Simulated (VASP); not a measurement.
Here is a VASP 6.6.1 calculation.

INCAR

```
PREC = Accurate
ENCUT = 520
EDIFF = 1E-7
ISMEAR = 0
SIGMA = 0.1
LREAL = False
LASPH = True
NELM = 60
ALGO = Normal
ISIF = 2
LWAVE = False
LCHARG = False
GGA = PE
NBANDS = 18
```

Contents of KPOINTS:

```
Automatic mesh
0
Gamma
  14 14 14
```

File POSCAR:

```
Al4Cl
1.0
   -1.9679544914      1.9679544914      6.5856851934
    1.9679544914     -1.9679544914      6.5856851934
    1.9679544914      1.9679544914     -6.5856851934
Al Cl
4 1
Direct
    0.2500000000      0.7500000000      0.5000000000
    0.7500000000      0.2500000000      0.5000000000
    0.4006231937      0.4006231937      0.0000000000
    0.5993768063      0.5993768063      0.0000000000
    0.0000000000      0.0000000000      0.0000000000
```

Potentials or basis: VASP PAW PBE potentials, release 64 (Al, Cl).

Command:

```sh
$ cat potpaw_PBE.64/Al/POTCAR potpaw_PBE.64/Cl/POTCAR > POTCAR
$ mpirun -np 1 vasp_std > vasp.out
```

**Question.** Estimate the pressure.

**Answer.** 0.0 GPa.

**Question.** Estimate the band gap on the k mesh.

**Answer.** Zero (an odd number of electrons rules out a gap without spin polarisation).
